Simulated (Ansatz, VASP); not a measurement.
## One calculation of Sn, two programs

```
Sn
1.0
    -1.72654    1.77555    2.33834
     1.72654   -1.77555    2.33834
     1.72654    1.77555   -2.33834
Sn
1
Direct
  0.00000 0.00000 0.00000
```

Alike in both runs: task relaxation of cell and atoms; functional PBE; k mesh 14 × 14 × 14; occupations gaussian, width 0.1 eV; no spin polarisation.

|  | VASP | Ansatz |
| --- | --- | --- |
| version | VASP 6.6.1 | Ansatz 0.2.0 |
| potentials or method | VASP PAW PBE potentials, release 64 (Sn_d), cutoff 600 eV | scalar-relativistic, plane waves, PAW |
| valence electrons in the cell | 14 | 14 |

Ansatz gave:

- gap on the k mesh at the Fermi level, each at its own relaxed structure (eV): none
- relaxed volume (Å³/atom): 27.89
- relaxed length of the cell vector where the two differ most in proportion (Å): 3.345

Q: Estimate VASP's values.

A: gap on the k mesh at the Fermi level, each at its own relaxed structure (eV): none; relaxed volume (Å³/atom): 27.92; relaxed length of the cell vector where the two differ most in proportion (Å): 3.346.

A gap of «none» marks a metal or a gap that the smearing closes.
